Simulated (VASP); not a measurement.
# BaSi3 (Pm-3m) in VASP: notebook

Aim: see how the results for BaSi3 move with the level of theory and the settings. Levels: PBE, r2SCAN. Tasks: single point.

Program: VASP 6.6.1. These are calculated values, not measurements. Logs are shortened: lines on timing, memory, paths and dates and some standing lists are left out, and cuts for length are marked.

## 1. The cell of the first run

It takes space group Pm-3m (No. 221, cubic). Conventional cell: a = 4.546 Å, b = 4.546 Å, c = 4.546 Å, α = 90.00°, β = 90.00°, γ = 90.00°. Within 4.2 Å of Ba (site symmetry m-3m) lie 12 Si at 3.21 Å. Si (site symmetry 4/mmm) has 4 Ba at 3.21 Å and 8 Si at 3.21 Å within 4.2 Å.

## 2. Single point, PBE (volume scaled by 1.040)

The input, INCAR:

```
  PREC = Accurate
  ENCUT = 520
  EDIFF = 1E-6
  ISMEAR = 0
  SIGMA = 0.05
  LREAL = False
  LASPH = True
  NELM = 80
  ALGO = Normal
  ISIF = 2
  LWAVE = False
  LCHARG = False
  GGA = PE
  NBANDS = 19
```

The input, KPOINTS:

```
regular mesh
0
Gamma
  8 8 8
```

The input, POSCAR:

```
BaSi3
1.0
    4.5462688308      0.0000000000      0.0000000000
    0.0000000000      4.5462688308      0.0000000000
    0.0000000000      0.0000000000      4.5462688308
Ba Si
1 3
Direct
    0.0000000000      0.0000000000      0.0000000000
    0.0000000000      0.5000000000      0.5000000000
    0.5000000000      0.5000000000      0.0000000000
    0.5000000000      0.0000000000      0.5000000000
```

Potentials or basis: VASP PAW PBE potentials, release 64 (Ba_sv, Si).

Started as:

```sh
cat potpaw_PBE.64/Ba_sv/POTCAR potpaw_PBE.64/Si/POTCAR > POTCAR
mpirun -np 1 vasp_std > vasp.out
```

OUTCAR:

```text
PREC = Accurate
   ENCUT = 520
   EDIFF = 1E-6
   ISMEAR = 0
   LREAL = False
   LASPH = True
   NELM = 80
   ISIF = 2
   GGA = PE

 ion  position               nearest neighbor table
   1  0.000  0.000  0.000-   2 3.21   3 3.21   4 3.21   2 3.21   4 3.21   2 3.21   3 3.21   2 3.21
                             3 3.21   4 3.21   4 3.21   3 3.21
   2  0.000  0.500  0.500-   1 3.21   1 3.21   1 3.21   1 3.21
   3  0.500  0.500  0.000-   1 3.21   1 3.21   1 3.21   1 3.21
   4  0.500  0.000  0.500-   1 3.21   1 3.21   1 3.21   1 3.21

  LATTYP: Found a simple cubic cell.
 ALAT       =     4.5462688308

  Lattice vectors:

 A1 = (   4.5462688308,   0.0000000000,   0.0000000000)
 A2 = (   0.0000000000,   4.5462688308,   0.0000000000)
 A3 = (   0.0000000000,   0.0000000000,   4.5462688308)

Analysis of symmetry for initial positions (statically):
=====================================================================
 Subroutine PRICEL returns:
 Original cell was already a primitive cell.

 Routine SETGRP: Setting up the symmetry group for a
 simple cubic supercell.

 Subroutine GETGRP returns: Found 48 space group operations
 (whereof 48 operations were pure point group operations)
 out of a pool of 48 trial point group operations.

The static configuration has the point symmetry O_h .

Analysis of symmetry for dynamics (positions and initial velocities):
=====================================================================
 Subroutine PRICEL returns:
 Original cell was already a primitive cell.

 Routine SETGRP: Setting up the symmetry group for a
 simple cubic supercell.

 Subroutine GETGRP returns: Found 48 space group operations
 (whereof 48 operations were pure point group operations)
 out of a pool of 48 trial point group operations.

The dynamic configuration has the point symmetry O_h .

 Subroutine INISYM returns: Found 48 space group operations
 (whereof 48 operations are pure point group operations),
 and found     1 'primitive' translations

----------------------------------------------------------------------------------------

                                     Primitive cell

  volume of cell :      93.9648
[... 88 lines left out ...]
   LNONCOLLINEAR =      F non collinear calculations
   LSORBIT =      F    spin-orbit coupling
   LASPH  =      T    aspherical Exc in radial PAW
   ENCUT  =  520.0 eV  38.22 Ry    6.18 a.u.   8.45  8.45  8.45*2*pi/ulx,y,z
   NELM   =     80;   NELMIN=  2; NELMDL= -5     # of ELM steps
   EDIFF  = 0.1E-05   stopping-criterion for ELM
   LREAL  =      F    real-space projection
   EDIFFG = 0.1E-04   stopping-criterion for IOM
   NSW    =      0    number of steps for IOM
   IBRION =     -1    ionic relax: 0-MD 1-quasi-New 2-CG
   NFREE  =      0    steps in history (QN), initial steepest desc. (CG)
   ISIF   =      2    stress and relaxation
   ISYM   =      2    0-nonsym 1-usesym 2-fastsym
   POTIM  = 0.5000    time-step for ionic-motion
   TEBEG  =    0.0;   TEEND  =   0.0 temperature during run
   PSTRESS=    0.0 pullay stress
   NELECT =      22.0000    total number of electrons
   NUPDOWN=      -1.0000    fix difference up-down
   EMIN   =  10.00;   EMAX   =-10.00  energy-range for DOS
   EFERMI =   0.00;   METHOD = LEGACY
   ISMEAR =     0;   SIGMA  =   0.05  broadening in eV -4-tet -1-fermi 0-gaus
   EFERMI_NEDOS =   21; number of points for ismear=-14 and -15
   IALGO  =     38    algorithm
   IMIX   =      4    mixing-type and parameters
     AMIX     =   0.40;   BMIX     =  1.00
     AMIX_MAG =   1.60;   BMIX_MAG =  1.00
  volume/ion in A,a.u.               =      23.49       158.53
  Fermi-wavevector in a.u.,A,eV,Ry     =   1.009006  1.906746 13.852010  1.018094
  Thomas-Fermi vector in A             =   2.141908
   LORBIT       =      0    0 simple, 1 ext, 2 COOP (PROOUT), +10 PAW based schemes
   GGA     = PE    functional components
   LHFCALC =     F    Hartree Fock is set to
   AEXX    =    0.0000 exact exchange contribution
   IVDW    =     0    specifies the selected vdW correction
   LEPSILON=     F    determine dielectric tensor
   LRPA    =     F    only Hartree local field effects (RPA)
 non-spin polarized calculation
 Gauss-broadening in eV      SIGMA  =   0.05
  energy-cutoff  :      520.00
  volume of cell :       93.96
 maximum number of plane-waves:      2560
 NGX is ok and might be reduce to    36
   NGX = 17   NGY = 17   NGZ = 17

 number of electron      21.9999999 magnetization

 Free energy of the ion-electron system (eV)
  ---------------------------------------------------
  ext. energy  EPLUGINS =         0.00000000
  ---------------------------------------------------
  free energy    TOTEN  =       -16.55967189 eV

  energy without entropy =      -16.55739354  energy(sigma->0) =      -16.55853272

 E-fermi :   4.9615     XC(G=0):  -9.8242

 val. band max:        4.9498909452   @ k =   0.1250   0.1250   0.1250
 cond. band min:       5.0445171463   @ k =   0.1250   0.1250   0.0000
 fundamental gap:      0.0946262011
 Fermi energy:         4.9614986106

 k-point     1 :       0.0000    0.0000    0.0000
  band No.  band energies     occupation
      1     -21.6014      2.00000
      2      -7.0635      2.00000
      3      -7.0635      2.00000
      4      -7.0635      2.00000
      5      -4.6626      2.00000
      6      -0.1896      2.00000
[... 505 lines left out ...]
      6      -1.4420      2.00000
[... 11 lines left out ...]
     18      10.9022      0.00000
     19      11.4517      0.00000

 [... further k-points ...]

------------------------ aborting loop because EDIFF is reached ----------------------------------------

  FORCE on cell =-STRESS in cart. coord.  units (eV):
  Direction    XX          YY          ZZ          XY          YZ          ZX
  --------------------------------------------------------------------------------------
  -------------------------------------------------------------------------------------
  Total       -0.6754214     -0.6754214     -0.6754214      0.0000000     -0.0000000      0.0000000
  in kB      -11.5164887    -11.5164887    -11.5164887      0.0000000     -0.0000000      0.0000000
  external PRESSURE =     -11.5164887 kB  Pullay stress =       0.0000000 kB

 VOLUME and BASIS-vectors are now :
 -----------------------------------------------------------------------------
  energy-cutoff  :      520.00
  volume of cell :       93.96
      direct lattice vectors                 reciprocal lattice vectors
     4.546268831  0.000000000  0.000000000     0.219960596  0.000000000  0.000000000
     0.000000000  4.546268831  0.000000000     0.000000000  0.219960596  0.000000000
     0.000000000  0.000000000  4.546268831     0.000000000  0.000000000  0.219960596

 POSITION                                       TOTAL-FORCE (eV/Angst)
 -----------------------------------------------------------------------------------
      0.00000      0.00000      0.00000         0.000000      0.000000      0.000000
      0.00000      2.27313      2.27313         0.000000      0.000000      0.000000
      2.27313      2.27313      0.00000         0.000000      0.000000      0.000000
      2.27313      0.00000      2.27313         0.000000      0.000000      0.000000
 -----------------------------------------------------------------------------------
    total drift:                               -0.000000     -0.000000      0.000000

  FREE ENERGIE OF THE ION-ELECTRON SYSTEM (eV)
  ---------------------------------------------------
  free  energy   TOTEN  =       -16.5596718930 eV

  energy  without entropy=      -16.5573935382  energy(sigma->0) =      -16.55853272
```

Wall time 30 s (1 thread of AMD EPYC 9R45 (Zen 5), shared host); peak memory 0.2 GiB.

Results:

- Free energy: -16.5597 eV
- Pressure: -1.2 GPa
- Band gap on the k mesh: zero (band 11 reaches 6.61 eV, above the bottom of band 12 at 4.66 eV)

Caveat: spin-orbit coupling is left out, which moves the levels of the heavy elements.

## 3. Single point, PBE (volume scaled by 1.070)

The input, INCAR:

```
PREC = Accurate ; ENCUT = 520
EDIFF = 1E-7 ; ISMEAR = 0
SIGMA = 0.05 ; LREAL = False
LASPH = True ; NELM = 80
ALGO = Normal ; ISIF = 2
LWAVE = False ; LCHARG = False
GGA = PE ; NBANDS = 19
```

The input, KPOINTS:

```
Automatic mesh
0
Gamma
  8 8 8
```

The input, POSCAR:

```
BaSi3
1.0
    4.5895692352      0.0000000000      0.0000000000
    0.0000000000      4.5895692352      0.0000000000
    0.0000000000      0.0000000000      4.5895692352
Ba Si
1 3
Direct
    0.0000000000      0.0000000000      0.0000000000
    0.0000000000      0.5000000000      0.5000000000
    0.5000000000      0.5000000000      0.0000000000
    0.5000000000      0.0000000000      0.5000000000
```

Potentials or basis: VASP PAW PBE potentials, release 64 (Ba_sv, Si).

Started as:

```sh
cat potpaw_PBE.64/Ba_sv/POTCAR potpaw_PBE.64/Si/POTCAR > POTCAR
mpirun -np 1 vasp_std > vasp.out
```

It took 33 s on 1 thread of AMD EPYC 9R45 (Zen 5), shared host; peak memory 0.2 GiB.

The run converged. Its results:

| Property | Result |
| --- | --- |
| Free energy | -16.5297 eV |
| Pressure | -2.4 GPa |
| Band gap on the k mesh | zero (band 11 reaches 6.34 eV, above the bottom of band 12 at 4.44 eV) |

Levels at points of the mesh, in eV from the Fermi level:
| k point | band 8 | band 9 | band 10 | band 11 | band 12 | band 13 | band 14 | band 15 |
| --- | --- | --- | --- | --- | --- | --- | --- | --- |
| (0.00, 0.00, 0.00) | -1.75 | -1.75 | -1.75 | 1.61 | 1.61 | 1.61 | 2.94 | 2.94 |
| (0.50, 0.00, 0.00) | -2.14 | -2.14 | -1.40 | 0.49 | 0.49 | 0.88 | 0.99 | 3.05 |
| (0.50, 0.50, 0.00) | -3.32 | -0.96 | -0.96 | -0.61 | -0.02 | 1.13 | 1.13 | 3.46 |
| (0.50, 0.50, 0.50) | -4.07 | -1.45 | -1.45 | -1.45 | 4.13 | 4.57 | 4.57 | 4.57 |

Caveat: spin-orbit coupling is left out, which moves the levels of the heavy elements.

[end of part 1 of 2]
